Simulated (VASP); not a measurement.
Write the native input for VASP 6.6.1 that does the following.

```yaml
Task: single point
Functional: PBE
Potentials_or_basis: VASP PAW PBE potentials, release 64 (Co)
Cutoff: 520 eV
k_mesh: 12 × 12 × 7
Occupations: gaussian, width 0.014 eV
Spin: collinear spin, ferromagnetic start
Starting_moments: "[2.0, 2.0] μB"
Dipole_correction: no
Further_INCAR_settings: ALGO = Normal; EDIFF = 1e-06; NBANDS = 20
```

The structure of Co lies in POSCAR:

```
Co
1.0
    2.4719999032      0.0000000000      0.0000000000
   -1.2359999516      2.1408147143      0.0000000000
    0.0000000000      0.0000000000      4.0211440800
Co
2
Direct
    0.6666666667      0.3333333333      0.7500000000
    0.3333333333      0.6666666667      0.2500000000
```

These files were run (other wordings do the same):

INCAR

```
SYSTEM = Co
PREC = Accurate
ENCUT = 520
EDIFF = 1E-6
ISMEAR = 0
SIGMA = 0.014
LREAL = .FALSE.
LASPH = .TRUE.
NELM = 150
ALGO = Normal
ISIF = 2
LWAVE = .FALSE.
LCHARG = .FALSE.
ISPIN = 2
MAGMOM = 2 2
LORBIT = 11
LMAXMIX = 4
GGA = PE
NBANDS = 20
```

KPOINTS

```
regular mesh
0
G
  12 12 7
  0 0 0
```

Potentials or basis: VASP PAW PBE potentials, release 64 (Co).

Run with:

```console
$ cat potpaw_PBE.64/Co/POTCAR > POTCAR
$ mpirun -np 1 vasp_std > vasp.out
```

It gave:

```yaml
Pressure: 4.0 GPa
Net_moment: 3.21 μB per cell
Site_moments: Co +1.62 μB
Valence_electrons_inside_the_program's_atomic_spheres: Co 8.31
```

It took 30 s on 1 thread of Intel(R) Xeon(R) Platinum 8559C (Emerald Rapids) (shared host), peak memory 0.16 GiB.
